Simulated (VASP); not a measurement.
Wanted: the native input for a VASP 6.6.1 run.

| Quantity | Value |
| --- | --- |
| Task | single point |
| Functional | RPBE |
| Potentials or basis | VASP PAW PBE potentials, release 64 (In_d, P) |
| Cutoff | 500 eV |
| k mesh | 8 × 8 × 8 |
| Occupations | gaussian, width 0.05 eV |
| Spin | no spin polarisation |
| Dipole correction | no |
| Further INCAR settings | ALGO = Normal; EDIFF = 1e-06; NBANDS = 16 |

The structure of InP lies in POSCAR:

```
InP
1.0
    0.0000000000      2.7730884113      2.7730884113
    2.7730884113      0.0000000000      2.7730884113
    2.7730884113      2.7730884113      0.0000000000
In P
1 1
Direct
    0.0000000000      0.0000000000      0.0000000000
    0.5000000000      0.5000000000      0.5000000000
```

This cell differs from its parent crystal: volume scaled by 0.98.

These files were run (other wordings do the same):

INCAR

```
PREC = Accurate
ENCUT = 500
EDIFF = 1E-6
ISMEAR = 0
SIGMA = 0.05
LREAL = False
LASPH = True
NELM = 120
ALGO = Normal
ISIF = 2
LWAVE = False
LCHARG = False
GGA = RP
NBANDS = 16
GGA_COMPAT = False
```

KPOINTS

```
regular mesh
0
Gamma
  8 8 8
```

Potentials or basis: VASP PAW PBE potentials, release 64 (In_d, P).

Command:

```console
$ cat potpaw_PBE.64/In_d/POTCAR potpaw_PBE.64/P/POTCAR > POTCAR
$ mpirun -np 1 vasp_std > vasp.out
```

It gave:

```json
{"Pressure": "1.4 GPa", "Band gap on the k mesh": "zero (band 9 reaches 7.38 eV, above the bottom of band 10 at 4.78 eV)"}
```

Caveat: the PAW data sets were made with another functional, which shifts forces and pressure a little; spin-orbit coupling is left out, which moves the levels of the heavy elements.

Run time: 12 s on 1 thread of Intel(R) Xeon(R) 6975P-C (Granite Rapids), on a shared host, peak memory 0.17 GiB.
